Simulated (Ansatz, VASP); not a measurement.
## GePt2: VASP beside Ansatz

File INCAR:

```
SYSTEM = GePt2
ALGO     = Fast           ! electronic algorithm
EDIFF    = 1E-6           ! SCF threshold, eV
ENCUT    = 520            ! plane-wave cutoff, eV
GGA      = PS             ! functional
ISIF     = 2              ! what is computed and relaxed
ISMEAR   = 0              ! smearing method
LASPH    = .True.         ! aspherical terms in the spheres
LCHARG   = .False.        ! write CHGCAR
LREAL    = .False.        ! projectors in reciprocal space
LWAVE    = .False.        ! write WAVECAR
NBANDS   = 61             ! bands
NELM     = 60             ! most SCF steps
PREC     = Accurate       ! precision mode
SIGMA    = 0.15           ! smearing width, eV
```

The input KPOINTS:

```
k-points
0
Gamma
  6 6 12
  0 0 0
```

Contents of POSCAR:

```
GePt2
1.0
    7.3015832953      0.0000000000      0.0000000000
   -3.6507916476      6.3233566216      0.0000000000
    0.0000000000      0.0000000000      3.4586783963
Ge Pt
3 6
Direct
    0.6666666667      0.3333333333      0.0000000000
    0.3333333333      0.6666666667      0.0000000000
    0.0000000000      0.0000000000      0.5000000000
    0.6229372130      0.0000000000      0.5000000000
    0.3770627870      0.3770627870      0.5000000000
    0.0000000000      0.6229372130      0.5000000000
    0.0000000000      0.2849128412      0.0000000000
    0.7150871588      0.7150871588      0.0000000000
    0.2849128412      0.0000000000      0.0000000000
```

Input for Ansatz:

```yaml
crystal:
  lattice:
    - [7.3015832953, 0.0, 0.0]
    - [-3.6507916476, 6.3233566216, 0.0]
    - [0.0, 0.0, 3.4586783963]
  atoms:
    - { symbol: Ge, position: [0.6666666667, 0.3333333333, 0.0] }
    - { symbol: Ge, position: [0.3333333333, 0.6666666667, 0.0] }
    - { symbol: Ge, position: [0.0, 0.0, 0.5] }
    - { symbol: Pt, position: [0.622937213, 0.0, 0.5] }
    - { symbol: Pt, position: [0.377062787, 0.377062787, 0.5] }
    - { symbol: Pt, position: [0.0, 0.622937213, 0.5] }
    - { symbol: Pt, position: [0.0, 0.2849128412, 0.0] }
    - { symbol: Pt, position: [0.7150871588, 0.7150871588, 0.0] }
    - { symbol: Pt, position: [0.2849128412, 0.0, 0.0] }
basis:
  ecutwfc: 420
kpoints:
  mp_grid: { grid: [6, 6, 12] }
hamiltonian:
  xc: pbesol
scf:
  occupations: { method: gaussian, width: 0.15 }
output:
  forces: true
  stress: true
  eigenvalues: true
```

Change from the starting cell: strain +0.080 along x and y, +0.000 along z, atoms carried along.

Alike in both runs: task single point; functional PBEsol; k mesh 6 × 6 × 12; occupations gaussian, width 0.15 eV; no spin polarisation.

|  | VASP | Ansatz |
| --- | --- | --- |
| version | VASP 6.6.1 | Ansatz 0.2.0 |
| potentials or method | VASP PAW PBE potentials, release 64 (Ge_d, Pt), cutoff 520 eV | scalar-relativistic, plane waves, PAW |
| valence electrons in the cell | 102 | 150 |

```tsv
	VASP	Ansatz	Ansatz less VASP
gap on the k mesh at the Fermi level (eV)	none	none	-
pressure (GPa)	-23.8	-23.7	+0.09
traceless stress, the component that is largest in VASP (GPa)	4.61	4.64	+0.024
rms of the force components (eV/Å)	0.155	0.156	+0.0007
```

VASP's potentials were made for PBE, not for PBEsol. Atom by atom the forces differ by 0.001 eV/Å (rms over components). A gap of «none» marks a metal or a gap that the smearing closes. The functional is the same, so the differences come from potentials, cutoffs and numerics. VASP's potentials hold 102 valence electrons a cell and Ansatz's 150, so a difference there can come from the potentials and not from the codes.

Neither program's run includes spin-orbit coupling.
